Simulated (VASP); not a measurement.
CuF:

```xyz
4
Lattice="2.7625 0.0000 0.0000 -1.3813 2.3924 0.0000 0.0000 0.0000 6.4020" Properties=species:S:1:pos:R:3 pbc="T T T"
Cu    0.0000    0.0000    0.0000
Cu    0.0000    0.0000    3.2010
F     0.0000    1.5950    1.6005
F     1.3813    0.7975    4.8015
```

Base run:

| Property | Result |
| --- | --- |
| Program | VASP 6.6.1 |
| Functional | PBE |
| Potentials or basis | VASP PAW PBE potentials, release 64 (Cu, F) |
| Cutoff | 520 eV |
| k mesh | 9 × 9 × 4 |
| Occupations | fermi-dirac, width 0.02 eV |
| Spin | no spin polarisation |

Its results: band gap on the k mesh zero (band 18 reaches 4.83 eV, above the bottom of band 19 at 4.41 eV); pressure 6.2 GPa.

Task: After a change of settings the same cell gave: band gap on the k mesh zero (band 18 reaches 4.83 eV, above the bottom of band 19 at 4.41 eV); pressure 2.3 GPa. Which change was it?
A. occupations from fermi-dirac, width 0.02 eV to methfessel-paxton, width 0.5 eV; further incar settings from ALGO = Normal; EDIFF = 1e-07; NBANDS = 26 to ALGO = Normal; EDIFF = 1e-06; NBANDS = 26
B. dispersion from none to D3(BJ)
C. occupations from fermi-dirac, width 0.02 eV to fermi-dirac, width 0.001 eV
D. spin from no spin polarisation to collinear spin, zero start; further incar settings from ALGO = Normal; EDIFF = 1e-07; NBANDS = 26 to ALGO = Normal; EDIFF = 1e-06; NBANDS = 30

Result: B.

Dispersion adds attraction, which lowers the pressure at fixed volume and, as a term added to the energy, leaves the levels alone.

Caveats: semilocal functionals often make such compounds metallic where correlation or magnetic order opens a gap, which also shifts bond lengths; pairwise dispersion overbinds metals, which lowers pressure and volume (some runs).
